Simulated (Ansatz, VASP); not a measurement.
Sb in VASP and in Ansatz

The input INCAR:

```
PREC = Accurate
ENCUT = 520
EDIFF = 1E-8
ISMEAR = -1
SIGMA = 0.05
LREAL = False
LASPH = True
NELM = 150
ALGO = Normal
ISIF = 2
LWAVE = False
LCHARG = False
ISPIN = 2
MAGMOM = 0.2 0.2
LORBIT = 11
GGA = PS
LEFG = True
NBANDS = 16
```

The input KPOINTS:

```
regular mesh
0
Gamma
  12 12 7
```

Contents of POSCAR:

```
Sb
1.0
    3.3690001795      0.0000000000      0.0000000000
   -1.6845000898      2.9176397408      0.0000000000
    0.0000000000      0.0000000000      5.3300000000
Sb
2
Direct
    0.3333333333      0.6666666667      0.2500000000
    0.6666666667      0.3333333333      0.7500000000
```

Input for Ansatz:

```yaml
crystal:
  lattice:
    - [3.3690001795, 0.0, 0.0]
    - [-1.6845000898, 2.9176397408, 0.0]
    - [0.0, 0.0, 5.33]
  atoms:
    - { symbol: Sb, position: [0.3333333333, 0.6666666667, 0.25], spin: 0.2 }
    - { symbol: Sb, position: [0.6666666667, 0.3333333333, 0.75], spin: 0.2 }
kpoints:
  mp_grid: { grid: [12, 12, 7] }
  band_path:
    path:
      - [0.0, 0.0, 0.0]
      - [0.5, 0.0, 0.0]
      - [0.3333333333, 0.3333333333, 0.0]
      - [0.0, 0.0, 0.0]
      - [0.0, 0.0, 0.5]
      - [0.5, 0.0, 0.5]
      - [0.3333333333, 0.3333333333, 0.5]
      - [0.0, 0.0, 0.5]
      - [0.5, 0.0, 0.5]
    npoints: 5
scf:
  occupations: { method: fermi_dirac, width: 0.05 }
hamiltonian:
  xc: pbesol
  pseudopotentials: { kind: paw }
output:
  forces: true
  stress: true
  eigenvalues: true
  efg: { contact_densities: true }
magnetization:
  spin_polarized: true
```

Alike in both runs: task electric field gradients; functional PBEsol; k mesh 12 × 12 × 7; occupations fermi-dirac, width 0.05 eV; collinear spin.

```csv
,VASP,Ansatz
version,VASP 6.6.1,Ansatz 0.2.0
potentials or method,"VASP PAW PBE potentials, release 64 (Sb)","PAW with Ansatz's default frozen-core files, scalar-relativistic"
plane-wave cutoff (eV),520,420
valence electrons in the cell,10,30
```

```csv
,VASP,Ansatz,Ansatz less VASP
gap on the k mesh at the Fermi level (eV),none,none,-
pressure (GPa),-0.2,-0.2,+0.01
"traceless stress, the component that is largest in VASP (GPa)",-0.83,-0.83,+0.001
net moment per atom (μB),0.00,0.00,0.000
```

VASP's potentials were made for PBE, not for PBEsol. A gap of «none» marks a metal or a gap that the smearing closes. With one functional, cell and mesh, what is left measures potentials, basis and numerics. VASP's potentials hold 10 valence electrons a cell and Ansatz's 30, so a difference there can come from the potentials and not from the codes. Ansatz's warnings: seeded moment not kept.

Spin-orbit coupling is off throughout.
